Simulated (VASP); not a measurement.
# SnTe (I4/mmm) in VASP: single point with PBEsol

Aim: the single point of SnTe with PBEsol.

Program: VASP 6.6.1. These are calculated values, not measurements. Logs are shortened: lines on timing, memory, paths and dates and some standing lists are left out, and cuts for length are marked.

### 1 The cell of the first run

It takes space group I4/mmm (No. 139, tetragonal). Conventional cell: a = 4.392 Å, b = 4.392 Å, c = 6.522 Å, α = 90.00°, β = 90.00°, γ = 90.00°. Within 4.1 Å of Sn (site symmetry 4/mmm) lie 6 Te at 3.11 to 3.26 Å. Within 4.1 Å of Te (site symmetry 4/mmm) lie 6 Sn at 3.11 to 3.26 Å.

### 2 Single point, PBEsol

The input, INCAR:

```
SYSTEM = SnTe
  ALGO = Normal
  EDIFF = 1E-6
  ENCUT = 520
  GGA = PS
  ISIF = 2
  ISMEAR = 0
  LASPH = .TRUE.
  LCHARG = .FALSE.
  LREAL = .FALSE.
  LWAVE = .FALSE.
  NBANDS = 17
  NELM = 80
  PREC = Accurate
  SIGMA = 0.03
```

The input, KPOINTS:

```
k-points
0
G
  10 10 10
  0 0 0
```

The input, POSCAR:

```
SnTe
1.0
    0.0000000000      3.1055798054      3.2608587957
    3.1055798054      0.0000000000      3.2608587957
    3.1055798054      3.1055798054      0.0000000000
Sn Te
1 1
Direct
    0.0000000000      0.0000000000      0.0000000000
    0.5000000000      0.5000000000      0.5000000000
```

Potentials or basis: VASP PAW PBE potentials, release 64 (Sn_d, Te).

Run with:

```sh
cat potpaw_PBE.64/Sn_d/POTCAR potpaw_PBE.64/Te/POTCAR > POTCAR
mpirun -np 1 vasp_std > vasp.out
```

OUTCAR:

```text
SYSTEM = SnTe
   EDIFF = 1E-6
   ENCUT = 520
   GGA = PS
   ISIF = 2
   ISMEAR = 0
   LASPH = .TRUE.
   LREAL = .FALSE.
   NELM = 80
   PREC = Accurate

 ion  position               nearest neighbor table
   1  0.000  0.000  0.000-   2 3.11   2 3.11   2 3.11   2 3.11   2 3.26   2 3.26
   2  0.500  0.500  0.500-   1 3.11   1 3.11   1 3.11   1 3.11   1 3.26   1 3.26

  LATTYP: Found a body centered tetragonal cell.
 ALAT       =     4.3919530798
 C/A-ratio  =     1.4849242405

  Lattice vectors:

 A1 = (  -3.1055798054,   0.0000000000,   3.2608587957)
 A2 = (   3.1055798054,   0.0000000000,   3.2608587957)
 A3 = (   0.0000000000,   3.1055798054,  -3.2608587957)

Analysis of symmetry for initial positions (statically):
=====================================================================
 Subroutine PRICEL returns:
 Original cell was already a primitive cell.

 Routine SETGRP: Setting up the symmetry group for a
 body centered tetragonal supercell.

 Subroutine GETGRP returns: Found 16 space group operations
 (whereof 16 operations were pure point group operations)
 out of a pool of 16 trial point group operations.

The static configuration has the point symmetry D_4h.

Analysis of symmetry for dynamics (positions and initial velocities):
=====================================================================
 Subroutine PRICEL returns:
 Original cell was already a primitive cell.

 Routine SETGRP: Setting up the symmetry group for a
 body centered tetragonal supercell.

 Subroutine GETGRP returns: Found 16 space group operations
 (whereof 16 operations were pure point group operations)
 out of a pool of 16 trial point group operations.

The dynamic configuration has the point symmetry D_4h.

 Subroutine INISYM returns: Found 16 space group operations
 (whereof 16 operations are pure point group operations),
 and found     1 'primitive' translations

----------------------------------------------------------------------------------------

                                     Primitive cell

  volume of cell :      62.8995

  direct lattice vectors                    reciprocal lattice vectors
     0.000000000  3.105579805  3.260858796    -0.161000532  0.161000532  0.153333840
     3.105579805  0.000000000  3.260858796     0.161000532 -0.161000532  0.153333840
     3.105579805  3.105579805  0.000000000     0.161000532  0.161000532 -0.153333840

  length of vectors
     4.503090718  4.503090718  4.391953080     0.274506118  0.274506118  0.274506118

[... 74 lines left out ...]
   ISPIN  =      1    spin polarized calculation?
   LNONCOLLINEAR =      F non collinear calculations
   LSORBIT =      F    spin-orbit coupling
   LASPH  =      T    aspherical Exc in radial PAW
   ENCUT  =  520.0 eV  38.22 Ry    6.18 a.u.   8.37  8.37  8.17*2*pi/ulx,y,z
   NELM   =     80;   NELMIN=  2; NELMDL= -5     # of ELM steps
   EDIFF  = 0.1E-05   stopping-criterion for ELM
   LREAL  =      F    real-space projection
   EDIFFG = 0.1E-04   stopping-criterion for IOM
   NSW    =      0    number of steps for IOM
   IBRION =     -1    ionic relax: 0-MD 1-quasi-New 2-CG
   NFREE  =      0    steps in history (QN), initial steepest desc. (CG)
   ISIF   =      2    stress and relaxation
   ISYM   =      2    0-nonsym 1-usesym 2-fastsym
   POTIM  = 0.5000    time-step for ionic-motion
   TEBEG  =    0.0;   TEEND  =   0.0 temperature during run
   PSTRESS=    0.0 pullay stress
   NELECT =      20.0000    total number of electrons
   NUPDOWN=      -1.0000    fix difference up-down
   EMIN   =  10.00;   EMAX   =-10.00  energy-range for DOS
   EFERMI =   0.00;   METHOD = LEGACY
   ISMEAR =     0;   SIGMA  =   0.03  broadening in eV -4-tet -1-fermi 0-gaus
   EFERMI_NEDOS =   21; number of points for ismear=-14 and -15
   IALGO  =     38    algorithm
   IMIX   =      4    mixing-type and parameters
     AMIX     =   0.40;   BMIX     =  1.00
     AMIX_MAG =   1.60;   BMIX_MAG =  1.00
  volume/ion in A,a.u.               =      31.45       212.23
  Fermi-wavevector in a.u.,A,eV,Ry     =   1.117384  2.111549 16.987507  1.248547
  Thomas-Fermi vector in A             =   2.254006
   LORBIT       =      0    0 simple, 1 ext, 2 COOP (PROOUT), +10 PAW based schemes
   GGA     = PS    functional components
   LHFCALC =     F    Hartree Fock is set to
   AEXX    =    0.0000 exact exchange contribution
   IVDW    =     0    specifies the selected vdW correction
   LEPSILON=     F    determine dielectric tensor
   LRPA    =     F    only Hartree local field effects (RPA)
 non-spin polarized calculation
 Gauss-broadening in eV      SIGMA  =   0.03
  energy-cutoff  :      520.00
  volume of cell :       62.90
 maximum number of plane-waves:      1721
 NGX is ok and might be reduce to    36
   NGX = 17   NGY = 17   NGZ = 17

 number of electron      20.0000000 magnetization

 Free energy of the ion-electron system (eV)
  ---------------------------------------------------
  ext. energy  EPLUGINS =         0.00000000
  ---------------------------------------------------
  free energy    TOTEN  =        -8.30069335 eV

  energy without entropy =       -8.30069335  energy(sigma->0) =       -8.30069335

 E-fermi :   6.7522     XC(G=0):  -9.6258

 val. band max:        6.6390257528   @ k =  -0.2000   0.2000   0.0000
 cond. band min:       6.8654034413   @ k =   0.5000   0.0000   0.0000
 fundamental gap:      0.2263776885
 Fermi energy:         6.7521945319

 k-point     1 :       0.0000    0.0000    0.0000
  band No.  band energies     occupation
      1     -15.0520      2.00000
      2     -15.0400      2.00000
      3     -15.0400      2.00000
      4     -15.0336      2.00000
      5     -15.0262      2.00000
      6      -6.0556      2.00000
[... 457 lines left out ...]
      4     -15.0307      2.00000
      5     -15.0280      2.00000
      6      -4.9978      2.00000
[... 9 lines left out ...]
     16      15.8532      0.00000
     17      16.1224      0.00000

 [... further k-points ...]
[... 5 lines left out ...]
  --------------------------------------------------------------------------------------
  -------------------------------------------------------------------------------------
  Total        0.6400898      0.6400898     -1.5809049      0.0000000     -0.0000000      0.0000000
  in kB       16.3043734     16.3043734    -40.2688243      0.0000000     -0.0000000      0.0000000
  external PRESSURE =      -2.5533591 kB  Pullay stress =       0.0000000 kB

 VOLUME and BASIS-vectors are now :
 -----------------------------------------------------------------------------
  energy-cutoff  :      520.00
  volume of cell :       62.90
      direct lattice vectors                 reciprocal lattice vectors
     0.000000000  3.105579805  3.260858796    -0.161000532  0.161000532  0.153333840
     3.105579805  0.000000000  3.260858796     0.161000532 -0.161000532  0.153333840
     3.105579805  3.105579805  0.000000000     0.161000532  0.161000532 -0.153333840

 POSITION                                       TOTAL-FORCE (eV/Angst)
 -----------------------------------------------------------------------------------
      0.00000      0.00000      0.00000        -0.000000      0.000000      0.000000
      3.10558      3.10558      3.26086         0.000000     -0.000000     -0.000000
 -----------------------------------------------------------------------------------
    total drift:                               -0.000000      0.000000      0.000000

  FREE ENERGIE OF THE ION-ELECTRON SYSTEM (eV)
  ---------------------------------------------------
  free  energy   TOTEN  =        -8.3006933510 eV

  energy  without entropy=       -8.3006933509  energy(sigma->0) =       -8.30069335
```

stdout:

```text
POSCAR found type information on POSCAR SnTe
 POSCAR found :  2 types and       2 ions
 scaLAPACK will be used
 -----------------------------------------------------------------------------
|                                                                             |
|                                                                             |
|     You enforced a specific xc type in the INCAR file but a different       |
|     I HOPE YOU KNOW WHAT YOU ARE DOING!                                     |
|                                                                             |
 -----------------------------------------------------------------------------

 LDA part: xc-table for (Slater+PW92), standard interpolation
 POSCAR, INCAR and KPOINTS ok, starting setup
 FFT: planning ... GRIDC
 FFT: planning ... GRID_SOFT
 FFT: planning ... GRID
 WAVECAR not read
 entering main loop
```

It took 85 s on 1 thread of Intel Xeon Platinum 8375C at 2.90GHz (Ice Lake), shared host; peak memory 0.27 GiB.

Results:

- Free energy: -8.3007 eV
- Pressure: -0.3 GPa
- Band gap on the k mesh: 0.23 eV (least direct gap 0.26 eV)

Levels at points of the mesh, in eV from the valence-band top:
```
           k point  band 7  band 8  band 9  band 10  band 11  band 12  band 13  band 14
(0.00, 0.00, 0.00)   -4.62   -2.19   -2.19    -1.68     2.68     3.82     3.82     4.60
(0.50, 0.00, 0.00)   -8.25   -1.77   -1.62    -0.03     0.23     0.46     0.55     7.76
(0.50, 0.50, 0.00)   -6.16   -5.40   -3.55    -3.55     2.31     5.14     5.14     5.93
(0.50, 0.00, 0.50)   -6.48   -5.51   -3.94    -3.39     2.18     4.31     5.56     6.69
```

Caveat: the stress differs along the axes, from -4 to 2 GPa; semilocal functionals underestimate gaps, and a narrow one can read as zero; the PAW data sets were made with another functional, which shifts forces and pressure a little; spin-orbit coupling is left out, which moves the levels of the heavy elements.
